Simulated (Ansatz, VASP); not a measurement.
Fe in VASP and in Ansatz

Contents of INCAR:

```
SYSTEM = Fe
ALGO = Normal
EDIFF = 1E-7
ENCUT = 520
GGA = PE
ISIF = 2
ISMEAR = 0
ISPIN = 2
LASPH = .TRUE.
LCHARG = .TRUE.
LELF = .TRUE.
LMAXMIX = 4
LORBIT = 11
LREAL = .FALSE.
LVHAR = .TRUE.
LWAVE = .FALSE.
MAGMOM = 2.44
NBANDS = 14
NELM = 150
PREC = Accurate
SIGMA = 0.15
```

The input KPOINTS:

```
k-points
0
G
  12 12 12
  0 0 0
```

POSCAR

```
Fe
1.0
   -1.4768557806      1.4768557806      1.3705221644
    1.4768557806     -1.4768557806      1.3705221644
    1.4768557806      1.4768557806     -1.3705221644
Fe
1
Direct
    0.0000000000      0.0000000000      0.0000000000
```

Input for Ansatz:

```yaml
crystal:
  lattice:
    - [-1.4768557806, 1.4768557806, 1.3705221644]
    - [1.4768557806, -1.4768557806, 1.3705221644]
    - [1.4768557806, 1.4768557806, -1.3705221644]
  atoms:
    - { symbol: Fe, position: [0.0, 0.0, 0.0], spin: 2.44 }
basis:
  ecutwfc: 520.0
kpoints:
  mp_grid: { grid: [12, 12, 12] }
hamiltonian:
  xc: pbe
scf:
  occupations: { method: gaussian, width: 0.15 }
output:
  forces: true
  stress: true
  eigenvalues: true
  populations: true
magnetization:
  spin_polarized: true
```

Alike in both runs: task single point; functional PBE; k mesh 12 × 12 × 12; occupations gaussian, width 0.15 eV; collinear spin.

|  | VASP | Ansatz |
| --- | --- | --- |
| version | VASP 6.6.1 | Ansatz 0.2.0 |
| potentials or method | VASP PAW PBE potentials, release 64 (Fe), cutoff 520 eV | scalar-relativistic, plane waves, PAW |
| valence electrons in the cell | 8 | 16 |

Ansatz gave:

```
gap on the k mesh at the Fermi level (eV)                     : none
pressure (GPa)                                                : -7.3
traceless stress, the component that is largest in VASP (GPa) : 6.10
net moment per atom (μB)                                      : 2.31
size of the moment on the site where the two differ most (μB) : 2.36
```

Task: Estimate VASP's values.

Result: gap on the k mesh at the Fermi level (eV): none; pressure (GPa): -7.0; traceless stress, the component that is largest in VASP (GPa): 5.94; net moment per atom (μB): 2.34; size of the moment on the site where the two differ most (μB): 2.34.

Site moments also hang on the region over which each program counts them. A gap of «none» marks a metal or a gap that the smearing closes. VASP's potentials hold 8 valence electrons a cell and Ansatz's 16, so a difference there can come from the potentials and not from the codes.
